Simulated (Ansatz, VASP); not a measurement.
## Hf in VASP and in Ansatz

File INCAR:

```
ALGO = Normal ; EDIFF = 1E-7
ENCUT = 520 ; GGA = PE
ISIF = 2 ; ISMEAR = -1
LASPH = True ; LCHARG = False
LREAL = False ; LWAVE = False
NBANDS = 39 ; NELM = 100
PREC = Accurate ; SIGMA = 0.05
```

Contents of KPOINTS:

```
k-points
0
Gamma
  13 8 1
```

File POSCAR:

```
Hf
1.0
    3.2031969917      0.0000000000      0.0000000000
    0.0000000000      5.0702495505      0.0000000000
    0.0000000000      0.0000000000     22.4728000000
Hf
6
Direct
    0.7500000000      0.7500000000      0.3611102861
    0.2500000000      0.2500000000      0.4001720238
    0.2500000000      0.7500000000      0.4783484240
    0.7500000000      0.2500000000      0.5216515782
    0.7500000000      0.7500000000      0.5998279615
    0.2500000000      0.2500000000      0.6388897264
```

Input for Ansatz:

```yaml
crystal:
  lattice:
    - [3.2031969917, 0.0, 0.0]
    - [0.0, 5.0702495505, 0.0]
    - [0.0, 0.0, 22.4728]
  atoms:
    - { symbol: Hf, position: [0.75, 0.75, 0.3611102861] }
    - { symbol: Hf, position: [0.25, 0.25, 0.4001720238] }
    - { symbol: Hf, position: [0.25, 0.75, 0.478348424] }
    - { symbol: Hf, position: [0.75, 0.25, 0.5216515782] }
    - { symbol: Hf, position: [0.75, 0.75, 0.5998279615] }
    - { symbol: Hf, position: [0.25, 0.25, 0.6388897264] }
kpoints:
  mp_grid: { grid: [13, 8, 1] }
scf:
  occupations: { method: fermi_dirac, width: 0.05 }
hamiltonian:
  xc: pbe
  pseudopotentials: { kind: paw }
output:
  forces: true
  stress: true
  eigenvalues: true
  core_levels:
    shells: { Hf: ["4f"] }
    counted_from: fermi_level
    add_spin: false
  write_density: true
  write_potential: true
  elf: true
  volumetric_format: npy
```

Alike in both runs: task single point; functional PBE; k mesh 13 × 8 × 1; occupations fermi-dirac, width 0.05 eV; no spin polarisation.

```csv
,VASP,Ansatz
version,VASP 6.6.1,Ansatz 0.2.0
potentials or method,"VASP PAW PBE potentials, release 64 (Hf_pv)","PAW with Ansatz's default frozen-core files, scalar-relativistic"
plane-wave cutoff (eV),520,420
valence electrons in the cell,60,156
```

|  | VASP | Ansatz | Ansatz less VASP |
| --- | --- | --- | --- |
| rms of the force components (eV/Å) | 0.016 | 0.001 | -0.0150 |

Atom by atom the forces differ by 0.016 eV/Å (rms over components). The functional is the same, so the differences come from potentials, cutoffs and numerics. VASP's potentials hold 60 valence electrons a cell and Ansatz's 156, so a difference there can come from the potentials and not from the codes. Ansatz's warnings: xc potential rough in thin density.

Neither program's run includes spin-orbit coupling.
